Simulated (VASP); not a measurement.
# CdS (Hawleyite) (I-4m2) in VASP: a series of runs

CdS (Hawleyite) is run at these levels: LDA; tasks: single point.

Program: VASP 6.6.1. These are calculated values, not measurements. Logs are shortened: lines on timing, memory, paths and dates and some standing lists are left out, and cuts for length are marked.

**1. The cell of the first run**

The structure is tetragonal, space group I-4m2 (No. 119). The conventional cell has a = 4.030 Å, b = 4.030 Å, c = 5.842 Å, α = 90.00°, β = 90.00°, γ = 90.00°. Within 3.3 Å of Cd (site symmetry -4m2) lie 4 S at 2.49 Å. S (site symmetry -4m2) has 4 Cd at 2.49 Å within 3.3 Å.

**2. Single point, LDA (film at in-plane strain -0.01)**

File INCAR:

```
  PREC = Accurate
  ENCUT = 520
  EDIFF = 1E-6
  ISMEAR = 0
  SIGMA = 0.01
  LREAL = False
  LASPH = True
  NELM = 100
  ALGO = Normal
  ISIF = 2
  LWAVE = False
  LCHARG = False
  GGA = CA
  NBANDS = 16
```

File KPOINTS:

```
regular mesh
0
Gamma
  8 8 8
```

File POSCAR:

```
CdS
1.0
    2.8494796924      2.8494796924      0.0000000000
   -2.8494796924      2.8494796924      0.0000000000
    0.0000000000      2.8494796924      2.9209795767
Cd S
1 1
Direct
    0.0000000000      0.0000000000      0.0000000000
    0.7500000000      0.2500000000      0.5000000000
```

Potentials or basis: VASP PAW LDA potentials, release 64 (Cd, S).

Command:

```console
$ cat potpaw_LDA.64/Cd/POTCAR potpaw_LDA.64/S/POTCAR > POTCAR
$ mpirun -np 1 vasp_std > vasp.out
```

OUTCAR:

```text
PREC = Accurate
   ENCUT = 520
   EDIFF = 1E-6
   ISMEAR = 0
   LREAL = False
   LASPH = True
   NELM = 100
   ISIF = 2
   GGA = CA

 ion  position               nearest neighbor table
   1  0.000  0.000  0.000-   2 2.49   2 2.49   2 2.49   2 2.49
   2  0.750  0.250  0.500-   1 2.49   1 2.49   1 2.49   1 2.49

  LATTYP: Found a body centered tetragonal cell.
 ALAT       =     4.0297728267
 C/A-ratio  =     1.4496993763

  Lattice vectors:

 A1 = (   2.8494796924,   0.0000000000,  -2.9209795767)
 A2 = (  -2.8494796924,   0.0000000000,  -2.9209795767)
 A3 = (   0.0000000000,   2.8494796924,   2.9209795767)

Analysis of symmetry for initial positions (statically):
=====================================================================
 Subroutine PRICEL returns:
 Original cell was already a primitive cell.

 Routine SETGRP: Setting up the symmetry group for a
 body centered tetragonal supercell.

 Subroutine GETGRP returns: Found  8 space group operations
 (whereof  8 operations were pure point group operations)
 out of a pool of 16 trial point group operations.

The static configuration has the point symmetry D_2d.

Analysis of symmetry for dynamics (positions and initial velocities):
=====================================================================
 Subroutine PRICEL returns:
 Original cell was already a primitive cell.

 Routine SETGRP: Setting up the symmetry group for a
 body centered tetragonal supercell.

 Subroutine GETGRP returns: Found  8 space group operations
 (whereof  8 operations were pure point group operations)
 out of a pool of 16 trial point group operations.

The dynamic configuration has the point symmetry D_2d.

 Subroutine INISYM returns: Found  8 space group operations
 (whereof  8 operations are pure point group operations),
 and found     1 'primitive' translations

----------------------------------------------------------------------------------------

                                     Primitive cell

  volume of cell :      47.4340

  direct lattice vectors                    reciprocal lattice vectors
     2.849479692  2.849479692  0.000000000     0.175470631  0.175470631 -0.171175452
    -2.849479692  2.849479692  0.000000000    -0.175470631  0.175470631 -0.171175452
     0.000000000  2.849479692  2.920979577     0.000000000  0.000000000  0.342350904

  length of vectors
     4.029772827  4.029772827  4.080644092     0.301464625  0.301464625  0.342350904

  position of ions in fractional coordinates (direct lattice)
     0.000000000  0.000000000  0.000000000
     0.750000000  0.250000000  0.500000000

  ion indices of the primitive-cell ions
   primitive index   ion index
                 1           1
                 2           2

----------------------------------------------------------------------------------------

 KPOINTS: regular mesh

Automatic generation of k-mesh.
 Grid dimensions read from file:
 generate k-points for:    8    8    8

 Generating k-lattice:

  Cartesian coordinates                     Fractional coordinates (reciprocal lattice)
     0.021933829  0.021933829 -0.021396932     0.125000000  0.000000000  0.000000000
    -0.021933829  0.021933829 -0.021396932     0.000000000  0.125000000  0.000000000
     0.000000000  0.000000000  0.042793863     0.000000000  0.000000000  0.125000000

  Length of vectors
     0.037683078  0.037683078  0.042793863

  Shift w.r.t. Gamma in fractional coordinates (k-lattice)
     0.000000000  0.000000000  0.000000000

 Subroutine IBZKPT returns following result:
 ===========================================

 Found     59 irreducible k-points:

 Following reciprocal coordinates:
            Coordinates               Weight
  0.000000  0.000000  0.000000      1.000000
  0.125000  0.000000  0.000000      8.000000
  0.250000  0.000000  0.000000      8.000000
  0.375000  0.000000  0.000000      8.000000
  0.500000  0.000000  0.000000      4.000000
  0.125000  0.125000  0.000000      8.000000
[... 16 lines left out ...]
  0.250000  0.000000  0.125000      4.000000
  0.375000  0.000000  0.125000      8.000000
 [... further k-points ...]
   k-points           NKPTS =     59   k-points in BZ     NKDIM =     59   number of bands    NBANDS=     16
   number of dos      NEDOS =    301   number of ions     NIONS =      2
   total plane-waves  NPLWV =  27000
   dimension x,y,z NGX =    30 NGY =   30 NGZ =   30
   dimension x,y,z NGXF=    60 NGYF=   60 NGZF=   60
   ions per type =               1   1
   NGX,Y,Z   is equivalent  to a cutoff of  12.38, 12.38, 12.22 a.u.
   NGXF,Y,Z  is equivalent  to a cutoff of  24.75, 24.75, 24.44 a.u.
 SYSTEM =  unknown system
   PREC   = accura    normal or accurate (medium, high low for compatibility)
   ISTART =      0    job   : 0-new  1-cont  2-samecut
   ICHARG =      2    charge: 1-file 2-atom 10-const
   ISPIN  =      1    spin polarized calculation?
   LNONCOLLINEAR =      F non collinear calculations
   LSORBIT =      F    spin-orbit coupling
   LASPH  =      T    aspherical Exc in radial PAW
   ENCUT  =  520.0 eV  38.22 Ry    6.18 a.u.   7.49  7.49  7.59*2*pi/ulx,y,z
   NELM   =    100;   NELMIN=  2; NELMDL= -5     # of ELM steps
   EDIFF  = 0.1E-05   stopping-criterion for ELM
   LREAL  =      F    real-space projection
   EDIFFG = 0.1E-04   stopping-criterion for IOM
   NSW    =      0    number of steps for IOM
   IBRION =     -1    ionic relax: 0-MD 1-quasi-New 2-CG
   NFREE  =      0    steps in history (QN), initial steepest desc. (CG)
   ISIF   =      2    stress and relaxation
   ISYM   =      2    0-nonsym 1-usesym 2-fastsym
   POTIM  = 0.5000    time-step for ionic-motion
   TEBEG  =    0.0;   TEEND  =   0.0 temperature during run
   PSTRESS=    0.0 pullay stress
   NELECT =      18.0000    total number of electrons
   NUPDOWN=      -1.0000    fix difference up-down
   EMIN   =  10.00;   EMAX   =-10.00  energy-range for DOS
   EFERMI =   0.00;   METHOD = LEGACY
   ISMEAR =     0;   SIGMA  =   0.01  broadening in eV -4-tet -1-fermi 0-gaus
   EFERMI_NEDOS =   21; number of points for ismear=-14 and -15
   IALGO  =     38    algorithm
   IMIX   =      4    mixing-type and parameters
     AMIX     =   0.40;   BMIX     =  1.00
     AMIX_MAG =   1.60;   BMIX_MAG =  1.00
  volume/ion in A,a.u.               =      23.72       160.05
  Fermi-wavevector in a.u.,A,eV,Ry     =   1.185229  2.239759 19.113042  1.404769
  Thomas-Fermi vector in A             =   2.321427
   LORBIT       =      0    0 simple, 1 ext, 2 COOP (PROOUT), +10 PAW based schemes
   GGA     = CA    functional components
   LHFCALC =     F    Hartree Fock is set to
   AEXX    =    0.0000 exact exchange contribution
   IVDW    =     0    specifies the selected vdW correction
   LEPSILON=     F    determine dielectric tensor
   LRPA    =     F    only Hartree local field effects (RPA)
 non-spin polarized calculation
 Gauss-broadening in eV      SIGMA  =   0.01
  energy-cutoff  :      520.00
  volume of cell :       47.43
 maximum number of plane-waves:      1307
 NGX is ok and might be reduce to    30
   NGX = 15   NGY = 15   NGZ = 15

 number of electron      18.0000006 magnetization

 Free energy of the ion-electron system (eV)
  ---------------------------------------------------
  ext. energy  EPLUGINS =         0.00000000
  ---------------------------------------------------
  free energy    TOTEN  =        -7.40425677 eV

  energy without entropy =       -7.40425677  energy(sigma->0) =       -7.40425677

 E-fermi :   1.6382     XC(G=0):  -9.7923

 val. band max:        1.5592900579   @ k =   0.0000   0.0000   0.0000
 cond. band min:       2.5199746640   @ k =   0.0000   0.0000   0.0000
 fundamental gap:      0.9606846062
 Fermi energy:         1.6382032057

 k-point     1 :       0.0000    0.0000    0.0000
  band No.  band energies     occupation
      1     -11.1124      2.00000
      2      -6.4381      2.00000
      3      -6.4220      2.00000
      4      -6.4220      2.00000
      5      -5.8871      2.00000
      6      -5.8727      2.00000
[... 8 lines left out ...]
     15      12.9263      0.00000
     16      13.2211      0.00000

 k-point     2 :       0.1250    0.0000    0.0000
  band No.  band energies     occupation
      1     -11.0414      2.00000
      2      -6.4091      2.00000
      3      -6.3964      2.00000
      4      -6.3729      2.00000
      5      -5.8873      2.00000
      6      -5.8754      2.00000
[... 8 lines left out ...]
     15      12.5024      0.00000
     16      13.4030      0.00000

 k-point     3 :       0.2500    0.0000    0.0000
  band No.  band energies     occupation
      1     -10.8684      2.00000
      2      -6.3540      2.00000
      3      -6.3402      2.00000
      4      -6.1735      2.00000
      5      -5.8773      2.00000
      6      -5.8735      2.00000
[... 8 lines left out ...]
     15      12.1673      0.00000
     16      12.6948      0.00000

 k-point     4 :       0.3750    0.0000    0.0000
  band No.  band energies     occupation
      1     -10.6952      2.00000
      2      -6.3137      2.00000
      3      -6.2962      2.00000
      4      -5.8552      2.00000
      5      -5.8528      2.00000
      6      -5.7703      2.00000
[... 8 lines left out ...]
     15      12.9898      0.00000
     16      13.0581      0.00000
[... 324 lines left out ...]
 k-point    22 :       0.0000    0.0000    0.1250
  band No.  band energies     occupation
      1     -11.0201      2.00000
      2      -6.3973      2.00000
      3      -6.3725      2.00000
      4      -6.3725      2.00000
      5      -5.9077      2.00000
      6      -5.8592      2.00000
[... 8 lines left out ...]
     15      13.3075      0.00000
     16      14.0650      0.00000

 k-point    23 :       0.2500    0.0000    0.1250
  band No.  band energies     occupation
      1     -10.9345      2.00000
      2      -6.3664      2.00000
      3      -6.3606      2.00000
      4      -6.2811      2.00000
      5      -5.8940      2.00000
      6      -5.8624      2.00000
[... 8 lines left out ...]
     15      12.4315      0.00000
     16      14.3184      0.00000

 k-point    24 :       0.3750    0.0000    0.1250
  band No.  band energies     occupation
      1     -10.7619      2.00000
      2      -6.3085      2.00000
      3      -6.3062      2.00000
      4      -6.0454      2.00000
      5      -5.8956      2.00000
      6      -5.8064      2.00000
[... 8 lines left out ...]
     15      13.1214      0.00000
     16      13.7061      0.00000

 [... further k-points ...]
[... 5 lines left out ...]
  --------------------------------------------------------------------------------------
  -------------------------------------------------------------------------------------
  Total        0.3220164      0.3220164      0.1718968      0.0000000      0.0000000      0.0000000
  in kB       10.8767445     10.8767445      5.8061556      0.0000000      0.0000000      0.0000000
  external PRESSURE =       9.1865482 kB  Pullay stress =       0.0000000 kB

 VOLUME and BASIS-vectors are now :
 -----------------------------------------------------------------------------
  energy-cutoff  :      520.00
  volume of cell :       47.43
      direct lattice vectors                 reciprocal lattice vectors
     2.849479692  2.849479692  0.000000000     0.175470631  0.175470631 -0.171175452
    -2.849479692  2.849479692  0.000000000    -0.175470631  0.175470631 -0.171175452
     0.000000000  2.849479692  2.920979577     0.000000000  0.000000000  0.342350904

 POSITION                                       TOTAL-FORCE (eV/Angst)
 -----------------------------------------------------------------------------------
      0.00000      0.00000      0.00000        -0.000000     -0.000000      0.000000
      1.42474      4.27422      1.46049         0.000000      0.000000      0.000000
 -----------------------------------------------------------------------------------
    total drift:                                0.000000      0.000000     -0.000000

  FREE ENERGIE OF THE ION-ELECTRON SYSTEM (eV)
  ---------------------------------------------------
  free  energy   TOTEN  =        -7.4042567729 eV

  energy  without entropy=       -7.4042567729  energy(sigma->0) =       -7.40425677
```

It took 24 s on 1 thread of Intel Xeon Platinum 8559C (Emerald Rapids), shared host; peak memory 0.17 GiB.

Results:

```
Free energy            : -7.4043 eV
Pressure               : 0.9 GPa
Band gap on the k mesh : 0.96 eV, direct
```

Caveat: the cell differs from its parent crystal (film at in-plane strain -0.01).

(Part 1 of 2 ends here.)
